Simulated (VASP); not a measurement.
Gd: single point with PBE

Crystal: Gd.

```
Gd
1.0
     2.61999    0.00000    0.00000
    -1.31000    2.26898    0.00000
     0.00000    0.00000    4.52576
Gd
2
Direct
  0.33333 0.66667 0.25000
  0.66667 0.33333 0.75000
```

- Program: VASP 6.6.1
- Task: single point
- Functional: PBE
- Potentials or basis: VASP PAW PBE potentials, release 64 (Gd)
- Cutoff: 520 eV
- k mesh: 12 × 12 × 7
- Occupations: fermi-dirac, width 0.05 eV
- Spin: collinear spin, ferromagnetic start
- Starting moments: [7.0, 7.0] μB

```
Pressure                                              : 125.7 GPa
Net moment                                            : 13.19 μB per cell
Site moments                                          : Gd +6.40 μB
Valence electrons inside the program's atomic spheres : Gd 16.30
```

Stress tensor (GPa, compression positive):
```
125.99   0.00   0.00
  0.00 125.99   0.00
  0.00   0.00 125.18
```

Levels at points of the mesh, in eV from the Fermi level:
Spin up:
```
           k point  band 21  band 22  band 23  band 24  band 25  band 26  band 27  band 28
(0.00, 0.00, 0.00)    -2.89    -2.89    -2.64    -2.62     0.71     1.98     1.98     3.40
(0.50, 0.00, 0.00)    -2.93    -2.84    -2.69    -2.45    -2.28     1.73     3.01     4.41
```
Spin down:
| k point | band 9 | band 10 | band 11 | band 12 | band 13 | band 14 |
| --- | --- | --- | --- | --- | --- | --- |
| (0.00, 0.00, 0.00) | -2.52 | -1.83 | -0.42 | 0.27 | 0.42 | 1.12 |
| (0.50, 0.00, 0.00) | -4.55 | -3.36 | -1.76 | 0.17 | 0.73 | 1.35 |

Run time: 7.9 min on 1 thread of Intel Xeon 8259CL (shared host), peak memory 0.23 GiB.

Caveat: the cell stands under pressure; spin-orbit coupling is left out, which moves the levels of the heavy elements; semilocal functionals describe open f shells poorly, which spoils levels, moments and volumes. The state reached can hang on the start; a lower one may exist.
